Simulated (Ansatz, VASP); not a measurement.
**One calculation of AlNi3, two programs**

INCAR

```
AGGAC = 1.0
AGGAX = 1.0
ALDAC = 0.0
ALDAX = 1.0
ALGO = Normal
EDIFF = 1E-6
ENCUT = 520
GGA = B5
ISIF = 2
ISMEAR = -1
ISPIN = 2
LASPH = T
LCHARG = F
LMAXMIX = 4
LORBIT = 11
LREAL = F
LWAVE = F
MAGMOM = 1 1 1 0
NBANDS = 28
NELM = 150
PREC = Accurate
SIGMA = 0.05
```

The input KPOINTS:

```
k-points
0
Gamma
  4 4 4
```

Contents of POSCAR:

```
AlNi3
1.0
    3.5230547267      0.0000000000      0.0000000000
    0.0000000000      3.5230547267      0.0000000000
    0.0000000000      0.0000000000      3.5230547267
Ni Al
3 1
Direct
    0.5000000000      0.5000000000      0.0000000000
    0.5000000000      0.0000000000      0.5000000000
    0.0000000000      0.5000000000      0.5000000000
    0.0000000000      0.0000000000      0.0000000000
```

File input.yaml:

```yaml
crystal:
  lattice:
    - [3.5230547267, 0.0, 0.0]
    - [0.0, 3.5230547267, 0.0]
    - [0.0, 0.0, 3.5230547267]
  atoms:
    - { symbol: Ni, position: [0.5, 0.5, 0.0], spin: 1.0 }
    - { symbol: Ni, position: [0.5, 0.0, 0.5], spin: 1.0 }
    - { symbol: Ni, position: [0.0, 0.5, 0.5], spin: 1.0 }
    - { symbol: Al, position: [0.0, 0.0, 0.0] }
hamiltonian:
  xc: blyp
  pseudopotentials: { kind: paw }
magnetization:
  spin_polarized: true
kpoints:
  mp_grid: { grid: [4, 4, 4] }
  band_path:
    path:
      - [[0.0, 0.0, 0.0], [0.0, 0.5, 0.0], [0.5, 0.5, 0.0], [0.0, 0.0, 0.0], [0.5, 0.5, 0.5], [0.0, 0.5, 0.0]]
      - [[0.5, 0.5, 0.0], [0.5, 0.5, 0.5]]
    npoints: 14
scf:
  occupations: { method: fermi_dirac, width: 0.05 }
  n_extra_bands: 10
output:
  forces: true
  stress: true
  eigenvalues: true
  fatbands: false
```

Alike in both runs: functional BLYP; k mesh 4 × 4 × 4; occupations fermi-dirac, width 0.05 eV; collinear spin.

```csv
,VASP,Ansatz
version,VASP 6.6.1,Ansatz 0.2.0
potentials or method,"VASP PAW PBE potentials, release 64 (Ni, Al)",Ansatz PAW
plane-wave cutoff (eV),520,420
valence electrons in the cell,33,57
task,single point,band structure
```

```tsv
	VASP	Ansatz	Ansatz less VASP
gap on the k mesh at the Fermi level (eV)	none	none	-
pressure (GPa)	14.4	14.0	-0.37
net moment per atom (μB)	0.00	0.00	-0.001
```

VASP's potentials were made for PBE, not for BLYP. A gap of «none» marks a metal or a gap that the smearing closes. VASP's potentials hold 33 valence electrons a cell and Ansatz's 57, so a difference there can come from the potentials and not from the codes.

The k mesh is coarse, so the values compare programs but aren't converged.
